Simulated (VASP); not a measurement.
## Zr: single point with PBE

Crystal: Zr.

```
Zr
1.0
     0.00000    2.26462    2.26462
     2.26462    0.00000    2.26462
     2.26462    2.26462    0.00000
Zr
1
Direct
  0.00000 0.00000 0.00000
```

| Item | Value |
| --- | --- |
| Program | VASP 6.6.1 |
| Task | single point |
| Functional | PBE |
| Potentials or basis | VASP PAW PBE potentials, release 64 (Zr_sv) |
| Cutoff | 520 eV |
| k mesh | 10 × 10 × 10 |
| Occupations | tetrahedron |
| Spin | no spin polarisation |

| Property | Result |
| --- | --- |
| Pressure | -0.1 GPa |
| Band gap on the k mesh | zero (band 6 reaches 9.89 eV, above the bottom of band 7 at 8.63 eV) |

Levels at points of the mesh, in eV from the Fermi level:
| k point | band 2 | band 3 | band 4 | band 5 | band 6 | band 7 | band 8 | band 9 | band 10 | band 11 |
| --- | --- | --- | --- | --- | --- | --- | --- | --- | --- | --- |
| (0.00, 0.00, 0.00) | -26.24 | -26.24 | -26.24 | -5.57 | 0.96 | 0.96 | 0.96 | 3.38 | 3.38 | 10.48 |
| (0.50, 0.00, 0.00) | -27.20 | -26.36 | -26.36 | -2.96 | 0.79 | 0.79 | 1.10 | 5.16 | 5.16 | 9.54 |
| (0.50, 0.50, 0.00) | -27.14 | -26.58 | -26.58 | -2.99 | -2.20 | 2.99 | 5.17 | 5.67 | 5.67 | 9.79 |

Run time: 25 s on 1 thread of AMD EPYC 7R13 (shared host), peak memory 0.11 GiB.

Caveat: tetrahedron occupations give inexact forces and stress in metals.
